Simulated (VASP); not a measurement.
# LaH3 (Fm-3m) in VASP: notebook

Aim: see how the results for LaH3 move with the level of theory and the settings. Levels: BLYP+D3(BJ), PBEsol+D3(BJ), PBEsol. Tasks: relaxation of cell and atoms.

Everything below comes from runs of VASP 6.6.1. Logs are shortened: lines on timing, memory, paths and dates and some standing lists are left out, and cuts for length are marked.

### Step 1. The cell of the first run

It takes space group Fm-3m (No. 225, cubic). The conventional cell has a = 5.573 Å, b = 5.573 Å, c = 5.573 Å, α = 90.00°, β = 90.00°, γ = 90.00°. La (site symmetry m-3m) has 14 H at 2.41 to 2.79 Å within 3.2 Å. H (site symmetry m-3m) has 8 H at 2.41 Å and 6 La at 2.79 Å within 3.2 Å. Within 3.2 Å of H (site symmetry -43m) lie 4 La at 2.41 Å and 10 H at 2.41 to 2.79 Å.

### Step 2. Relaxation of cell and atoms, BLYP+D3(BJ)

Input file INCAR:

```
SYSTEM = LaH3
AGGAC = 1.0
AGGAX = 1.0
ALDAC = 0.0
ALDAX = 1.0
ALGO = Normal
EDIFF = 1E-7
EDIFFG = -0.005
ENCUT = 500
GGA = B5
GGA_COMPAT = .FALSE.
IBRION = 2
ISIF = 3
ISMEAR = -1
IVDW = 12
LASPH = .TRUE.
LCHARG = .FALSE.
LMAXMIX = 6
LREAL = .FALSE.
LWAVE = .FALSE.
NELM = 200
NELMIN = 4
NSW = 80
PREC = Accurate
SIGMA = 0.05
VDW_A1 = 0.4298
VDW_A2 = 4.2359
VDW_S6 = 1.0
VDW_S8 = 2.6996
```

Input file KPOINTS:

```
k-points
0
G
  7 7 7
  0 0 0
```

Input file POSCAR:

```
LaH3
1.0
    0.0000000000      2.7864795000      2.7864795000
    2.7864795000      0.0000000000      2.7864795000
    2.7864795000      2.7864795000      0.0000000000
La H
1 3
Direct
    0.0000000000      0.0000000000      0.0000000000
    0.5000000000      0.5000000000      0.5000000000
    0.7500000000      0.7500000000      0.7500000000
    0.2500000000      0.2500000000      0.2500000000
```

Potentials or basis: VASP PAW PBE potentials, release 64 (La, H).

Started as:

```bash
$ cat potpaw_PBE.64/La/POTCAR potpaw_PBE.64/H/POTCAR > POTCAR
$ mpirun -np 1 vasp_std > vasp.out
```

OUTCAR:

```text
SYSTEM = LaH3
   EDIFF = 1E-7
   EDIFFG = -0.005
   ENCUT = 500
   GGA = B5
   IBRION = 2
   ISIF = 3
   ISMEAR = -1
   IVDW = 12
   LASPH = .TRUE.
   LREAL = .FALSE.
   NELM = 200
   NELMIN = 4
   NSW = 80
   PREC = Accurate
 IVDW          = 12

 ion  position               nearest neighbor table
   1  0.000  0.000  0.000-
   2  0.500  0.500  0.500-
   3  0.750  0.750  0.750-
   4  0.250  0.250  0.250-

  LATTYP: Found a face centered cubic cell.
 ALAT       =     5.5729590000

  Lattice vectors:

 A1 = (   0.0000000000,   2.7864795000,   2.7864795000)
 A2 = (   2.7864795000,   0.0000000000,   2.7864795000)
 A3 = (   2.7864795000,   2.7864795000,   0.0000000000)

Analysis of symmetry for initial positions (statically):
=====================================================================
 Subroutine PRICEL returns:
 Original cell was already a primitive cell.

 Routine SETGRP: Setting up the symmetry group for a
 face centered cubic supercell.

 Subroutine GETGRP returns: Found 48 space group operations
 (whereof 48 operations were pure point group operations)
 out of a pool of 48 trial point group operations.

The static configuration has the point symmetry O_h .

Analysis of symmetry for dynamics (positions and initial velocities):
=====================================================================
 Subroutine PRICEL returns:
 Original cell was already a primitive cell.

 Routine SETGRP: Setting up the symmetry group for a
 face centered cubic supercell.

 Subroutine GETGRP returns: Found 48 space group operations
 (whereof 48 operations were pure point group operations)
 out of a pool of 48 trial point group operations.

The dynamic configuration has the point symmetry O_h .

 Subroutine INISYM returns: Found 48 space group operations
 (whereof 48 operations are pure point group operations),
 and found     1 'primitive' translations

----------------------------------------------------------------------------------------

                                     Primitive cell

  volume of cell :      43.2711

  direct lattice vectors                    reciprocal lattice vectors
     0.000000000  2.786479500  2.786479500    -0.179437889  0.179437889  0.179437889
     2.786479500  0.000000000  2.786479500     0.179437889 -0.179437889  0.179437889
     2.786479500  2.786479500  0.000000000     0.179437889  0.179437889 -0.179437889

  length of vectors
     3.940677100  3.940677100  3.940677100     0.310795541  0.310795541  0.310795541

[... 45 lines left out ...]
  0.142857  0.142857  0.000000      6.000000
  0.285714  0.142857  0.000000     24.000000
[... 12 lines left out ...]
 -0.428571  0.428571  0.142857     24.000000
 -0.285714  0.428571  0.142857     24.000000
   k-points           NKPTS =     20   k-points in BZ     NKDIM =     20   number of bands    NBANDS=     11
   number of dos      NEDOS =    301   number of ions     NIONS =      4
   total plane-waves  NPLWV =  27000
   dimension x,y,z NGX =    30 NGY =   30 NGZ =   30
   dimension x,y,z NGXF=    60 NGYF=   60 NGZF=   60
   ions per type =               1   3
   NGX,Y,Z   is equivalent  to a cutoff of  12.66, 12.66, 12.66 a.u.
   NGXF,Y,Z  is equivalent  to a cutoff of  25.31, 25.31, 25.31 a.u.
 SYSTEM =  LaH3
   PREC   = accura    normal or accurate (medium, high low for compatibility)
   ISTART =      0    job   : 0-new  1-cont  2-samecut
   ICHARG =      2    charge: 1-file 2-atom 10-const
   ISPIN  =      1    spin polarized calculation?
   LNONCOLLINEAR =      F non collinear calculations
   LSORBIT =      F    spin-orbit coupling
   LASPH  =      T    aspherical Exc in radial PAW
   ENCUT  =  500.0 eV  36.75 Ry    6.06 a.u.   7.18  7.18  7.18*2*pi/ulx,y,z
   NELM   =    200;   NELMIN=  4; NELMDL= -5     # of ELM steps
   EDIFF  = 0.1E-06   stopping-criterion for ELM
   LREAL  =      F    real-space projection
   EDIFFG = -.5E-02   stopping-criterion for IOM
   NSW    =     80    number of steps for IOM
   IBRION =      2    ionic relax: 0-MD 1-quasi-New 2-CG
   NFREE  =      1    steps in history (QN), initial steepest desc. (CG)
   ISIF   =      3    stress and relaxation
   ISYM   =      2    0-nonsym 1-usesym 2-fastsym
   POTIM  = 0.5000    time-step for ionic-motion
   TEBEG  =    0.0;   TEEND  =   0.0 temperature during run
   PSTRESS=    0.0 pullay stress
   NELECT =      14.0000    total number of electrons
   NUPDOWN=      -1.0000    fix difference up-down
   EMIN   =  10.00;   EMAX   =-10.00  energy-range for DOS
   EFERMI =   0.00;   METHOD = LEGACY
   ISMEAR =    -1;   SIGMA  =   0.05  broadening in eV -4-tet -1-fermi 0-gaus
   EFERMI_NEDOS =   21; number of points for ismear=-14 and -15
   IALGO  =     38    algorithm
   IMIX   =      4    mixing-type and parameters
     AMIX     =   0.40;   BMIX     =  1.00
     AMIX_MAG =   1.60;   BMIX_MAG =  1.00
  volume/ion in A,a.u.               =      10.82        73.00
  Fermi-wavevector in a.u.,A,eV,Ry     =   1.123876  2.123817 17.185476  1.263097
  Thomas-Fermi vector in A             =   2.260544
   LORBIT       =      0    0 simple, 1 ext, 2 COOP (PROOUT), +10 PAW based schemes
   GGA     = B5    functional components
   LHFCALC =     F    Hartree Fock is set to
   AEXX    =    0.0000 exact exchange contribution
   IVDW    =    12    specifies the selected vdW correction
   LEPSILON=     F    determine dielectric tensor
   LRPA    =     F    only Hartree local field effects (RPA)
 conjugate gradient relaxation of ions
 non-spin polarized calculation
  energy-cutoff  :      500.00
  volume of cell :       43.27
 maximum number of plane-waves:      1117
 NGX is ok and might be reduce to    30
   NGX = 15   NGY = 15   NGZ = 15

--------------------------------------- Ionic step        1  -------------------------------------------

 number of electron      13.9999998 magnetization

 Free energy of the ion-electron system (eV)
  ---------------------------------------------------
  ext. energy  EPLUGINS =         0.00000000
  ---------------------------------------------------
  free energy    TOTEN  =       -16.34515897 eV

  energy without entropy =      -16.34460685  energy(sigma->0) =      -16.34488291

------------------------ aborting loop because EDIFF is reached ----------------------------------------

 Edisp (eV)   -1.61621

 E8    (eV) :    -1.2075
[... 75 lines left out ...]
--------------------------------------- Ionic step        3  -------------------------------------------

 number of electron      13.9999999 magnetization

 Free energy of the ion-electron system (eV)
  ---------------------------------------------------
  ext. energy  EPLUGINS =         0.00000000
  ---------------------------------------------------
  free energy    TOTEN  =       -16.29813151 eV

  energy without entropy =      -16.29739970  energy(sigma->0) =      -16.29776561

 E-fermi :   8.7273     XC(G=0):  -9.5507

 val. band max:        8.6972623033   @ k =   0.0000   0.0000   0.0000
 cond. band min:       8.9213500269   @ k =   0.4286   0.0000   0.0000
 fundamental gap:      0.2240877236
 Fermi energy:         8.7272749536

 k-point     1 :       0.0000    0.0000    0.0000
  band No.  band energies     occupation
      1     -24.8830      2.00000
      2      -8.0439      2.00000
      3      -8.0439      2.00000
      4      -8.0439      2.00000
      5       0.4439      2.00000
      6       5.2158      2.00000
      7       8.6973      1.29143
      8       9.0394      0.00388
      9       9.0394      0.00388
     10       9.0394      0.00388
     11       9.6073      0.00000
[... 299 lines left out ...]
  FREE ENERGIE OF THE ION-ELECTRON SYSTEM (eV)
  ---------------------------------------------------
  free  energy   TOTEN  =       -17.9769327546 eV

  energy  without entropy=      -17.9762009398  energy(sigma->0) =      -17.97656685

 reached required accuracy - stopping structural energy minimisation
```

Run time: 2.5 min. Hardware: 1 thread of AMD EPYC 7R43 (Zen 3), shared host; peak memory 0.16 GiB.

What came out:

```
Free energy                           : -17.9769 eV
Relaxed volume                        : 10.41 Å³/atom
Relaxed cell                          : a = 3.891 Å, b = 3.891 Å, c = 3.891 Å, α = 60.00°, β = 60.00°, γ = 60.00°
Space group after relaxing (to 0.1 Å) : Fm-3m (No. 225)
Energy gained by relaxing             : 3.9 meV/atom
Ionic steps                           : 3
Pressure after relaxing               : 0.0 GPa
Band gap on the k mesh                : 0.22 eV (least direct gap 0.34 eV)
Dispersion energy per atom            : -0.420 eV
```

Step by step:
| step | energy change (eV) | largest force (eV/Å) | pressure (GPa) | volume (Å³) |
| --- | --- | --- | --- | --- |
| 1 | 0.0000 | 0.0000 | -2.97 | 43.27 |
| 2 | -0.0146 | 0.0000 | -0.76 | 42.03 |
| 3 | -0.0156 | 0.0000 | -0.02 | 41.65 |

Final structure:
```
La H
1.0
     0.00000    2.75121    2.75121
     2.75121    0.00000    2.75121
     2.75121    2.75121    0.00000
La H
1 3
Cartesian
  0.0000 0.0000 0.0000
  2.7512 2.7512 2.7512
  4.1268 4.1268 4.1268
  1.3756 1.3756 1.3756
```

Caveat: the PAW data sets were made with another functional, which shifts forces and pressure a little; spin-orbit coupling is left out, which moves the levels of the heavy elements; an odd mesh through Γ misses points on the zone boundary, where band edges can lie.

(Continued in part 2 of 2.)
